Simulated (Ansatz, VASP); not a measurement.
Two plane-wave programs on SnSe2

File POSCAR:

```
SnSe2
1.0
    3.8251493292      0.0000000000      0.0000000000
   -1.9125746646      3.3126764923      0.0000000000
    0.0000000000      0.0000000000      6.2270790415
Sn Se
1 2
Direct
    0.0000000000      0.0000000000      0.0000000000
    0.3333333333      0.6666666667      0.2530782243
    0.6666666667      0.3333333333      0.7469217757
```

Contents of INCAR.step1:

```
SYSTEM = SnSe2
  PREC = Accurate
  ENCUT = 400
  EDIFF = 1E-5
  ISMEAR = 0
  SIGMA = 0.01
  LREAL = .FALSE.
  LASPH = .TRUE.
  NELM = 120
  ALGO = Normal
  ISIF = 2
  LWAVE = .TRUE.
  LCHARG = .FALSE.
  GGA = PE
  NBANDS = 20
  GGA_COMPAT = .FALSE.
```

Contents of INCAR.step2:

```
SYSTEM = SnSe2
  PREC = Accurate
  ENCUT = 400
  EDIFF = 1E-6
  ISMEAR = 0
  SIGMA = 0.01
  LREAL = .FALSE.
  LASPH = .TRUE.
  NELM = 120
  ALGO = Normal
  ISIF = 2
  LWAVE = .FALSE.
  LCHARG = .FALSE.
  GGA = PE
  LHFCALC = .TRUE.
  HFSCREEN = 0.2079
  PRECFOCK = Normal
  ISTART = 1
  NBANDS = 20
  GGA_COMPAT = .FALSE.
```

File KPOINTS:

```
regular mesh
0
G
  6 6 2
  0 0 0
```

Input for Ansatz:

```yaml
crystal:
  lattice:
    - [3.8251493292, 0.0, 0.0]
    - [-1.9125746646, 3.3126764923, 0.0]
    - [0.0, 0.0, 6.2270790415]
  atoms:
    - { symbol: Sn, position: [0.0, 0.0, 0.0] }
    - { symbol: Se, position: [0.3333333333, 0.6666666667, 0.2530782243] }
    - { symbol: Se, position: [0.6666666667, 0.3333333333, 0.7469217757] }
kpoints:
  mp_grid: { grid: [6, 6, 2] }
hamiltonian:
  xc: hse06
scf:
  occupations: { method: fixed }
  n_extra_bands: 1
output:
  forces: true
  stress: true
  eigenvalues: true
```

Alike in both runs: task single point; functional HSE06; k mesh 6 × 6 × 2; no spin polarisation.

```csv
,VASP,Ansatz
version,VASP 6.6.1,Ansatz 0.2.0
potentials or method,"VASP PAW PBE potentials, release 64 (Sn_d, Se)",plane waves
plane-wave cutoff (eV),400,420
occupations,"gaussian, width 0.01 eV",fixed
valence electrons in the cell,26,46
```

```csv
,VASP,Ansatz,Ansatz less VASP
gap on the k mesh at the Fermi level (eV),1.42,1.41,-0.010
pressure (GPa),-0.1,0.1,+0.17
"traceless stress, the component that is largest in VASP (GPa)",-0.17,-0.14,+0.024
rms of the force components (eV/Å),0.109,0.102,-0.0068
```

Atom by atom the forces differ by 0.007 eV/Å (rms over components). VASP's potentials hold 26 valence electrons a cell and Ansatz's 46, so a difference there can come from the potentials and not from the codes. Ansatz's warnings: stress exchange threshold loose, stress scf threshold loose.

The k mesh is coarse, so the values compare programs but aren't converged.
